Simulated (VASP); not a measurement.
A run of VASP 6.6.1:

INCAR

```
ALGO = Normal
DIPOL = 0.5 0.5 0.373
EDIFF = 1E-6
ENCUT = 520
IDIPOL = 3
ISIF = 2
ISMEAR = 0
LASPH = True
LCHARG = True
LDIPOL = True
LELF = True
LREAL = False
LVACPOTAV = True
LVHAR = True
LWAVE = False
NBANDS = 26
NELM = 60
PREC = Accurate
SIGMA = 0.1
```

File KPOINTS:

```
k-points
0
Gamma
  12 12 1
```

POSCAR

```
Os4C
1.0
    2.7145740629      0.0000000000      0.0000000000
   -1.3572870314      2.3508900989      0.0000000000
    0.0000000000      0.0000000000     21.8661488866
Os C
4 1
Direct
    0.6666666667      0.3333333333      0.1829311609
    0.3333333333      0.6666666667      0.2811020214
    0.6666666667      0.3333333333      0.3787246389
    0.3333333333      0.6666666667      0.4740729124
    0.3333333333      1.0000000000      0.5462405388
```

Potentials or basis: VASP PAW LDA potentials, release 64 (Os, C).

Run with:

```sh
$ cat potpaw_LDA.64/Os/POTCAR potpaw_LDA.64/C/POTCAR > POTCAR
$ mpirun -np 1 vasp_std > vasp.out
```

Hardware: 1 thread of Intel(R) Xeon(R) 6975P-C (Granite Rapids), with other jobs on the host.

Task: Estimate the wall time of this run.

Result: Wall time 5.9 min on 1 thread of Intel(R) Xeon(R) 6975P-C (Granite Rapids) (shared host), peak memory 0.37 GiB. Counts: scf iterations 50, k points 74.
